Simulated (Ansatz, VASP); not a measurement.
## Al3GaN4 in VASP and in Ansatz

```xyz
8
Lattice="4.5248 -0.1693 0.2048 -0.1693 4.4176 0.2449 0.2048 0.2449 4.1550" Properties=species:S:1:pos:R:3 pbc="T T T"
Al    2.0774    2.3439    0.3553
Al    2.2876   -0.0755    2.3541
Al    0.1005    2.4578    2.2320
Ga    0.1601   -0.0670    0.0849
N     3.4713    3.2083    1.2050
N     3.4476    1.0680    3.2884
N     1.2176    3.4305    3.2698
N     0.9189    1.1135    1.0245
```

Change from the starting cell: all atoms moved at random, sigma 0.15 Å a component, cell strained at random, sigma 0.06.

Alike in both runs: task single point; functional PBEsol; k mesh 6 × 6 × 6; occupations gaussian, width 0.05 eV; no spin polarisation.

```csv
,VASP,Ansatz
version,VASP 6.6.1,Ansatz 0.2.0
potentials or method,"VASP PAW PBE potentials, release 64 (Al, Ga_d, N), cutoff 520 eV","scalar-relativistic, plane waves, PAW"
valence electrons in the cell,42,42
```

```csv
,VASP,Ansatz,Ansatz less VASP
gap on the k mesh at the Fermi level (eV),0.02,0.02,+0.002
least direct gap on the mesh (eV),0.25,0.24,-0.010
pressure (GPa),36.3,36.3,+0.06
"traceless stress, the component that is largest in VASP (GPa)",43.30,43.34,+0.040
rms of the force components (eV/Å),6.664,6.656,-0.0083
```

VASP's potentials were made for PBE, not for PBEsol. Atom by atom the forces differ by 0.069 eV/Å (rms over components). Both programs put the cell under a high pressure, so it lies far from rest at this level.
